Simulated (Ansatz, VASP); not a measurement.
Two plane-wave programs on SiC

The input INCAR:

```
PREC = Accurate
ENCUT = 600
EDIFF = 1E-6
ISMEAR = -1
SIGMA = 0.05
LREAL = False
LASPH = True
NELM = 80
ALGO = Normal
ISIF = 3
LWAVE = False
LCHARG = False
GGA = PE
IBRION = 2
NSW = 60
EDIFFG = -0.01
```

KPOINTS

```
Automatic mesh
0
Gamma
  10 10 5
```

File POSCAR:

```
SiC
1.0
    3.0760000000      0.0000000000      0.0000000000
   -1.5380000000      2.6638941420      0.0000000000
    0.0000000000      0.0000000000      5.0480000000
Si C
2 2
Direct
    0.6666666667      0.3333333333      0.5000000000
    0.3333333333      0.6666666667      0.0000000000
    0.6666666667      0.3333333333      0.8850000000
    0.3333333333      0.6666666667      0.3850000000
```

File input.yaml:

```yaml
crystal:
  lattice:
    - [3.076, 0.0, 0.0]
    - [-1.538, 2.663894142, 0.0]
    - [0.0, 0.0, 5.048]
  atoms:
    - { symbol: Si, position: [0.6666666667, 0.3333333333, 0.5] }
    - { symbol: Si, position: [0.3333333333, 0.6666666667, 0.0] }
    - { symbol: C, position: [0.6666666667, 0.3333333333, 0.885] }
    - { symbol: C, position: [0.3333333333, 0.6666666667, 0.385] }
hamiltonian:
  xc: pbe
  pseudopotentials: { kind: paw }
kpoints:
  mp_grid: { grid: [10, 10, 5] }
scf:
  occupations: { method: fermi_dirac, width: 0.05 }
output:
  forces: true
  stress: true
  write_density: true
  write_potential: true
  elf: true
  volumetric_format: npy
relax:
  f_tol: 0.01
  max_steps: 40
  cell: { stress_tol: 0.05 }
```

Alike in both runs: task relaxation of cell and atoms; functional PBE; k mesh 10 × 10 × 5; occupations fermi-dirac, width 0.05 eV; no spin polarisation.

```csv
,VASP,Ansatz
version,VASP 6.6.1,Ansatz 0.2.0
potentials or method,"VASP PAW PBE potentials, release 64 (Si, C)",Ansatz PAW
plane-wave cutoff (eV),600,420
valence electrons in the cell,16,16
```

```csv
,VASP,Ansatz,Ansatz less VASP
"gap on the k mesh at the Fermi level, each at its own relaxed structure (eV)",2.45,2.46,+0.004
relaxed volume (Å³/atom),10.49,10.50,+0.008
relaxed length of the cell vector where the two differ most in proportion (Å),3.091,3.092,+0.0008
```

Noted on Ansatz's run: odd divisions of the mesh miss points on the zone boundary, where band edges often lie, so the gap on the mesh can be too wide; the plane-wave basis is chosen anew once the cell has moved, so the energies of steps on either side of that aren't comparable.
